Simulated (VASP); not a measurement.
Here is a VASP 6.6.1 calculation.

The input INCAR:

```
SYSTEM = Sb
ALGO = Normal
EDIFF = 1E-8
ENCUT = 520
GGA = PS
ISIF = 2
ISMEAR = -1
LASPH = .True.
LCHARG = .False.
LEFG = .True.
LREAL = .False.
LWAVE = .False.
NBANDS = 8
NELM = 100
PREC = Accurate
SIGMA = 0.05
```

File KPOINTS:

```
k-points
0
Gamma
  19 19 19
  0 0 0
```

Contents of POSCAR:

```
Sb
1.0
   -1.4742770936      1.4742770936      2.4293735496
    1.4742770936     -1.4742770936      2.4293735496
    1.4742770936      1.4742770936     -2.4293735496
Sb
1
Direct
    0.0000000000      0.0000000000      0.0000000000
```

Potentials or basis: VASP PAW PBE potentials, release 64 (Sb).

The run is started by

```bash
$ cat potpaw_PBE.64/Sb/POTCAR > POTCAR
$ mpirun -np 1 vasp_std > vasp.out
```

Problem. What does it give for the band gap on the k mesh?

Solution. Zero (an odd number of electrons rules out a gap without spin polarisation).

Problem. Predict the pressure.

Solution. 24.7 GPa.

Stress tensor (GPa, compression positive):
```
25.83  0.00  0.00
 0.00 25.83  0.00
 0.00  0.00 22.35
```

Caveat: the cell stands under pressure; without QUAD_EFG the Cq values of the log hold for a quadrupole moment of 1 mb, not for the nuclei; the PAW data sets were made with another functional, which shifts forces and pressure a little; spin-orbit coupling is left out, which moves the levels of the heavy elements.
